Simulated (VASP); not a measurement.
# Pd2PtS3 (P6/mmm) in VASP: a series of runs

Runs on Pd2PtS3. Level: PBE. Tasks: single point, relaxation of cell and atoms.

All numbers are computed with VASP 6.6.1; they aren't measurements. Logs are shortened: lines on timing, memory, paths and dates and some standing lists are left out, and cuts for length are marked.

## 1. The cell of the first run

Symmetry: P6/mmm, No. 191, hexagonal system. The conventional cell has a = 6.057 Å, b = 6.057 Å, c = 3.560 Å, α = 90.00°, β = 90.00°, γ = 120.00°. Pd (site symmetry -6m2) has 6 S at 2.50 Å within 3.3 Å. Pt (site symmetry 6/mmm) has 6 Pd at 3.50 Å and 12 S at 3.51 Å and 2 Pt at 3.56 Å within 4.6 Å. Within 3.3 Å of S (site symmetry mmm) lie 4 Pd at 2.50 Å and 4 S at 3.03 Å.

## 2. Single point, PBE

Input file INCAR:

```
SYSTEM = Pd2PtS3
PREC     = Accurate       ! precision mode
ENCUT    = 520            ! plane-wave cutoff, eV
EDIFF    = 1E-6           ! SCF threshold, eV
ISMEAR   = 0              ! smearing method
SIGMA    = 0.1            ! smearing width, eV
LREAL    = .FALSE.        ! projectors in reciprocal space
LASPH    = .TRUE.         ! aspherical terms in the spheres
NELM     = 80             ! most SCF steps
ALGO     = Normal         ! electronic algorithm
ISIF     = 2              ! what is computed and relaxed
LWAVE    = .FALSE.        ! write WAVECAR
LCHARG   = .FALSE.        ! write CHGCAR
GGA      = PE             ! functional
NBANDS   = 33             ! bands
```

Input file KPOINTS:

```
Automatic mesh
0
G
  3 3 6
  0 0 0
```

Input file POSCAR:

```
Pd2PtS3
1.0
    6.0565990400      0.0000000000      0.0000000000
   -3.0282995200      5.2451686300      0.0000000000
    0.0000000000      0.0000000000      3.5601318400
Pd Pt S
2 1 3
Direct
    0.3333333300      0.6666666700      0.5000000000
    0.6666666700      0.3333333300      0.5000000000
    0.0000000000      0.0000000000      0.5000000000
    0.0000000000      0.5000000000      0.0000000000
    0.5000000000      0.0000000000      0.0000000000
    0.5000000000      0.5000000000      0.0000000000
```

Potentials or basis: VASP PAW PBE potentials, release 64 (Pd, Pt, S).

The run is started by

```console
$ cat potpaw_PBE.64/Pd/POTCAR potpaw_PBE.64/Pt/POTCAR potpaw_PBE.64/S/POTCAR > POTCAR
$ mpirun -np 1 vasp_std > vasp.out
```

OUTCAR:

```text
SYSTEM = Pd2PtS3
   PREC = Accurate
   ENCUT = 520
   EDIFF = 1E-6
   ISMEAR = 0
   LREAL = .FALSE.
   LASPH = .TRUE.
   NELM = 80
   ISIF = 2
   GGA = PE

 ion  position               nearest neighbor table
   1  0.333  0.667  0.500-   4 2.50   4 2.50   5 2.50   5 2.50   6 2.50   6 2.50
   2  0.667  0.333  0.500-   4 2.50   4 2.50   5 2.50   5 2.50   6 2.50   6 2.50
   3  0.000  0.000  0.500-
   4  0.000  0.500  0.000-   1 2.50   2 2.50   1 2.50   2 2.50
   5  0.500  0.000  0.000-   1 2.50   2 2.50   1 2.50   2 2.50
   6  0.500  0.500  0.000-   1 2.50   2 2.50   1 2.50   2 2.50

  LATTYP: Found a hexagonal cell.
 ALAT       =     6.0565990400
 C/A-ratio  =     0.5878103894

  Lattice vectors:

 A1 = (   6.0565990400,   0.0000000000,   0.0000000000)
 A2 = (  -3.0282995200,   5.2451686300,   0.0000000000)
 A3 = (   0.0000000000,   0.0000000000,   3.5601318400)

Analysis of symmetry for initial positions (statically):
=====================================================================
 Subroutine PRICEL returns:
 Original cell was already a primitive cell.

 Routine SETGRP: Setting up the symmetry group for a
 hexagonal supercell.

 Subroutine GETGRP returns: Found 24 space group operations
 (whereof 24 operations were pure point group operations)
 out of a pool of 24 trial point group operations.

The static configuration has the point symmetry D_6h.

Analysis of symmetry for dynamics (positions and initial velocities):
=====================================================================
 Subroutine PRICEL returns:
 Original cell was already a primitive cell.

 Routine SETGRP: Setting up the symmetry group for a
 hexagonal supercell.

 Subroutine GETGRP returns: Found 24 space group operations
 (whereof 24 operations were pure point group operations)
 out of a pool of 24 trial point group operations.

The dynamic configuration has the point symmetry D_6h.

 Subroutine INISYM returns: Found 24 space group operations
 (whereof 24 operations are pure point group operations),
 and found     1 'primitive' translations

----------------------------------------------------------------------------------------

                                     Primitive cell

  volume of cell :     113.0979

  direct lattice vectors                    reciprocal lattice vectors
     6.056599040  0.000000000  0.000000000     0.165109163  0.095325820  0.000000000
    -3.028299520  5.245168630  0.000000000     0.000000000  0.190651640  0.000000000
     0.000000000  0.000000000  3.560131840     0.000000000  0.000000000  0.280888474
[... 84 lines left out ...]
   NFREE  =      0    steps in history (QN), initial steepest desc. (CG)
   ISIF   =      2    stress and relaxation
   ISYM   =      2    0-nonsym 1-usesym 2-fastsym
   POTIM  = 0.5000    time-step for ionic-motion
   TEBEG  =    0.0;   TEEND  =   0.0 temperature during run
   PSTRESS=    0.0 pullay stress
   NELECT =      48.0000    total number of electrons
   NUPDOWN=      -1.0000    fix difference up-down
   EMIN   =  10.00;   EMAX   =-10.00  energy-range for DOS
   EFERMI =   0.00;   METHOD = LEGACY
   ISMEAR =     0;   SIGMA  =   0.10  broadening in eV -4-tet -1-fermi 0-gaus
   EFERMI_NEDOS =   21; number of points for ismear=-14 and -15
   IALGO  =     38    algorithm
   IMIX   =      4    mixing-type and parameters
     AMIX     =   0.40;   BMIX     =  1.00
     AMIX_MAG =   1.60;   BMIX_MAG =  1.00
  volume/ion in A,a.u.               =      18.85       127.20
  Fermi-wavevector in a.u.,A,eV,Ry     =   1.230280  2.324891 20.593610  1.513588
  Thomas-Fermi vector in A             =   2.365134
   LORBIT       =      0    0 simple, 1 ext, 2 COOP (PROOUT), +10 PAW based schemes
   GGA     = PE    functional components
   LHFCALC =     F    Hartree Fock is set to
   AEXX    =    0.0000 exact exchange contribution
   IVDW    =     0    specifies the selected vdW correction
   LEPSILON=     F    determine dielectric tensor
   LRPA    =     F    only Hartree local field effects (RPA)
 non-spin polarized calculation
 Gauss-broadening in eV      SIGMA  =   0.10
  energy-cutoff  :      520.00
  volume of cell :      113.10
 maximum number of plane-waves:      3085
 NGX is ok and might be reduce to    48
   NGX = 23   NGY = 23   NGZ = 13

 number of electron      47.9999998 magnetization

 Free energy of the ion-electron system (eV)
  ---------------------------------------------------
  ext. energy  EPLUGINS =         0.00000000
  ---------------------------------------------------
  free energy    TOTEN  =       -24.80244385 eV

  energy without entropy =      -24.76337153  energy(sigma->0) =      -24.78290769

 E-fermi :   6.1396     XC(G=0): -10.9175

 val. band max:        6.1023530778   @ k =   0.0000   0.0000   0.5000
 cond. band min:       6.1600869013   @ k =   0.3333   0.3333   0.5000
 fundamental gap:      0.0577338235
 Fermi energy:         6.1395615784

 k-point     1 :       0.0000    0.0000    0.0000
  band No.  band energies     occupation
      1      -8.3648      2.00000
      2      -6.2963      2.00000
      3      -6.2963      2.00000
      4      -1.6027      2.00000
      5       1.2966      2.00000
      6       1.2966      2.00000
[... 421 lines left out ...]
     32      12.9430      0.00000
     33      12.9430      0.00000

------------------------ aborting loop because EDIFF is reached ----------------------------------------

  FORCE on cell =-STRESS in cart. coord.  units (eV):
  Direction    XX          YY          ZZ          XY          YZ          ZX
  --------------------------------------------------------------------------------------
  -------------------------------------------------------------------------------------
  Total       -1.9570721     -1.9570721     -3.7252983      0.0000000     -0.0000000      0.0000000
  in kB      -27.7244565    -27.7244565    -52.7736678      0.0000000     -0.0000000      0.0000000
  external PRESSURE =     -36.0741936 kB  Pullay stress =       0.0000000 kB

 VOLUME and BASIS-vectors are now :
 -----------------------------------------------------------------------------
  energy-cutoff  :      520.00
  volume of cell :      113.10
      direct lattice vectors                 reciprocal lattice vectors
     6.056599040  0.000000000  0.000000000     0.165109163  0.095325820  0.000000000
    -3.028299520  5.245168630  0.000000000     0.000000000  0.190651640  0.000000000
     0.000000000  0.000000000  3.560131840     0.000000000  0.000000000  0.280888474

 POSITION                                       TOTAL-FORCE (eV/Angst)
 -----------------------------------------------------------------------------------
     -0.00000      3.49678      1.78007         0.000000      0.000000     -0.000000
      3.02830      1.74839      1.78007        -0.000000     -0.000000      0.000000
      0.00000      0.00000      1.78007         0.000000      0.000000      0.000000
     -1.51415      2.62258      0.00000         0.000000      0.000000      0.000000
      3.02830      0.00000      0.00000         0.000000      0.000000      0.000000
      1.51415      2.62258      0.00000         0.000000      0.000000      0.000000
 -----------------------------------------------------------------------------------
    total drift:                               -0.000000      0.000000      0.000000

  FREE ENERGIE OF THE ION-ELECTRON SYSTEM (eV)
  ---------------------------------------------------
  free  energy   TOTEN  =       -24.8024438480 eV

  energy  without entropy=      -24.7633715343  energy(sigma->0) =      -24.78290769
```

OSZICAR:

```text
N       E                     dE             d eps       ncg     rms          rms(c)
DAV:   1     0.276281252238E+03    0.27628E+03   -0.22676E+04   792   0.134E+03
DAV:   2    -0.994411646972E+01   -0.28623E+03   -0.26927E+03   904   0.271E+02
DAV:   3    -0.255960812732E+02   -0.15652E+02   -0.14973E+02   916   0.619E+01
DAV:   4    -0.258579616380E+02   -0.26188E+00   -0.26146E+00   886   0.888E+00
DAV:   5    -0.258634621732E+02   -0.55005E-02   -0.54996E-02   914   0.129E+00    0.205E+01
DAV:   6    -0.257502906808E+02    0.11317E+00   -0.86418E+00   820   0.269E+01    0.176E+01
DAV:   7    -0.251193686912E+02    0.63092E+00   -0.44529E+00   841   0.181E+01    0.874E+00
DAV:   8    -0.251240378799E+02   -0.46692E-02   -0.19020E+00   842   0.998E+00    0.746E+00
DAV:   9    -0.248739406919E+02    0.25010E+00   -0.11698E+00   839   0.526E+00    0.225E+00
DAV:  10    -0.248083879279E+02    0.65553E-01   -0.56093E-02   836   0.232E+00    0.707E-01
DAV:  11    -0.248031095924E+02    0.52783E-02   -0.87804E-03   846   0.541E-01    0.344E-01
DAV:  12    -0.248026851648E+02    0.42443E-03   -0.52687E-04   914   0.167E-01    0.213E-01
DAV:  13    -0.248024808584E+02    0.20431E-03   -0.62569E-04   851   0.166E-01    0.593E-02
DAV:  14    -0.248024432035E+02    0.37655E-04   -0.86359E-05   850   0.676E-02    0.264E-02
DAV:  15    -0.248024438480E+02   -0.64445E-06   -0.88107E-06   830   0.158E-02
   1 F= -.24802444E+02 E0= -.24782908E+02  d E =-.390723E-01
```

It took 29 s on 1 thread of Intel Xeon 6975P-C (Granite Rapids), shared host; peak memory 0.25 GiB.

What came out:

```
Free energy            : -24.8024 eV
Pressure               : -3.6 GPa
Band gap on the k mesh : zero (band 24 reaches 6.43 eV, above the bottom of band 25 at 6.07 eV)
```

Levels at points of the mesh, in eV from the Fermi level:
```
           k point  band 22  band 23  band 24  band 25  band 26  band 27
(0.00, 0.00, 0.00)    -0.56    -0.37    -0.12     0.93     0.93     1.91
(0.00, 0.00, 0.50)    -0.04     0.08     0.08     0.23     1.86     2.09
```

Caveat: the k points lie up to 0.40 Å⁻¹ apart; spin-orbit coupling is left out, which moves the levels of the heavy elements.

## 3. Single point, PBE

This run uses another cell than the first one, of 18.77 Å³/atom, 0.996 times its volume.

Input file INCAR:

```
SYSTEM = Pd2PtS3
PREC = Accurate ; ENCUT = 520
EDIFF = 1E-6 ; ISMEAR = 0
SIGMA = 0.1 ; LREAL = .FALSE.
LASPH = .TRUE. ; NELM = 60
ALGO = Normal ; ISIF = 2
LWAVE = .FALSE. ; LCHARG = .TRUE.
GGA = PE ; LELF = .TRUE.
LVHAR = .TRUE. ; NBANDS = 33
```

Input file KPOINTS:

```
Automatic mesh
0
G
  6 6 10
  0 0 0
```

Input file POSCAR:

```
Pd2PtS3
1.0
    6.3141988796      0.0000000000      0.0000000000
   -3.1570994398      5.4682566343      0.0000000000
    0.0000000000      0.0000000000      3.2611969624
Pd Pt S
2 1 3
Direct
    0.3333333333      0.6666666667      0.5000000000
    0.6666666667      0.3333333333      0.5000000000
    0.0000000000      0.0000000000      0.5000000000
    0.0000000000      0.5000000000      0.0000000000
    0.5000000000      0.0000000000      0.0000000000
    0.5000000000      0.5000000000      0.0000000000
```

Potentials or basis: VASP PAW PBE potentials, release 64 (Pd, Pt, S).

The run is started by

```console
$ cat potpaw_PBE.64/Pd/POTCAR potpaw_PBE.64/Pt/POTCAR potpaw_PBE.64/S/POTCAR > POTCAR
$ mpirun -np 1 vasp_std > vasp.out
```

Wall time 77 s (1 thread of Intel Xeon 6975P-C (Granite Rapids), shared host); peak memory 0.31 GiB.

Results (log left out):

```yaml
Free_energy: -24.8696 eV
Pressure: -0.1 GPa
Band_gap_on_the_k_mesh: zero (band 24 reaches 6.32 eV, above the bottom of band 25 at 6.02 eV)
```

Levels at points of the mesh, in eV from the Fermi level:
```csv
k point,band 20,band 21,band 22,band 23,band 24,band 25,band 26,band 27,band 28,band 29
"(0.00, 0.00, 0.00)",-0.79,-0.68,-0.61,-0.32,-0.32,0.75,0.75,2.04,2.04,4.78
"(0.50, 0.00, 0.00)",-0.66,-0.64,-0.48,-0.31,0.01,0.50,0.73,1.15,2.03,4.27
"(0.00, 0.00, 0.50)",-0.23,-0.22,-0.22,-0.08,-0.08,-0.06,1.78,2.71,2.71,2.82
"(0.50, 0.00, 0.50)",-0.74,-0.73,-0.73,-0.57,-0.11,-0.03,0.50,2.29,2.71,4.06
```

Caveat: spin-orbit coupling is left out, which moves the levels of the heavy elements.

(Part 1 of 2 ends here.)
